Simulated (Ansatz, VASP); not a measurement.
One calculation of In3Sb, two programs

Contents of INCAR:

```
SYSTEM = In3Sb
ALGO = Fast
EDIFF = 1E-7
ENCUT = 520
GGA = PS
ISIF = 2
ISMEAR = 0
IVDW = 12
LASPH = .True.
LCHARG = .False.
LREAL = .False.
LWAVE = .False.
NBANDS = 30
NELM = 60
PREC = Accurate
SIGMA = 0.15
```

KPOINTS

```
k-points
0
Gamma
  12 12 12
  0 0 0
```

POSCAR

```
In3Sb
1.0
    5.3567636000      0.0000000000      0.0000000000
    0.0000000000      5.3567636000      0.0000000000
    0.0000000000      0.0000000000      3.4818963400
In Sb
3 1
Direct
    0.5000000000      0.5000000000      0.0000000000
    0.5000000000      0.0000000000      0.5000000000
    0.0000000000      0.5000000000      0.5000000000
    0.0000000000      0.0000000000      0.0000000000
```

Input for Ansatz:

```yaml
crystal:
  lattice:
    - [5.3567636, 0.0, 0.0]
    - [0.0, 5.3567636, 0.0]
    - [0.0, 0.0, 3.48189634]
  atoms:
    - { symbol: In, position: [0.5, 0.5, 0.0] }
    - { symbol: In, position: [0.5, 0.0, 0.5] }
    - { symbol: In, position: [0.0, 0.5, 0.5] }
    - { symbol: Sb, position: [0.0, 0.0, 0.0] }
basis:
  ecutwfc: 420
kpoints:
  mp_grid: { grid: [12, 12, 12] }
hamiltonian:
  xc: pbesol
  dispersion: d3bj
scf:
  occupations: { method: gaussian, width: 0.15 }
output:
  forces: true
  stress: true
  eigenvalues: true
```

Alike in both runs: task single point; functional PBEsol; dispersion D3(BJ); k mesh 12 × 12 × 12; occupations gaussian, width 0.15 eV; no spin polarisation.

|  | VASP | Ansatz |
| --- | --- | --- |
| version | VASP 6.6.1 | Ansatz 0.2.0 |
| potentials or method | VASP PAW PBE potentials, release 64 (In_d, Sb), cutoff 520 eV | scalar-relativistic, plane waves, PAW |
| valence electrons in the cell | 44 | 54 |

|  | VASP | Ansatz | Ansatz less VASP |
| --- | --- | --- | --- |
| gap on the k mesh at the Fermi level (eV) | none | none | - |
| pressure (GPa) | -0.6 | -0.6 | -0.01 |
| traceless stress, the component that is largest in VASP (GPa) | -0.56 | -0.57 | -0.001 |

VASP's potentials were made for PBE, not for PBEsol. A gap of «none» marks a metal or a gap that the smearing closes. VASP's potentials hold 44 valence electrons a cell and Ansatz's 54, so a difference there can come from the potentials and not from the codes.

Neither program's run includes spin-orbit coupling.
